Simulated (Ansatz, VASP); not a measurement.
**Ge: VASP beside Ansatz**

```
Ge
1.0
     4.00068    0.00000    0.00000
     2.00034    3.46469    0.00000
     2.00034    1.15490    3.26654
Ge
2
Direct
  0.00000 0.00000 0.00000
  0.25000 0.25000 0.25000
```

Alike in both runs: task single point; functional PBE; k mesh 7 × 7 × 7; non-collinear spin, spin-orbit coupling.

```csv
,VASP,Ansatz
version,VASP 6.6.1,Ansatz 0.2.0
potentials or method,"VASP PAW PBE potentials, release 64 (Ge_d), cutoff 500 eV","plane waves, PAW"
occupations,"gaussian, width 0.01 eV",fixed
valence electrons in the cell,28,28
```

|  | VASP | Ansatz | Ansatz less VASP |
| --- | --- | --- | --- |
| net moment per atom (μB) | 0.00 | 0.00 | 0.000 |

Ansatz's warnings: unresolved pair at count.
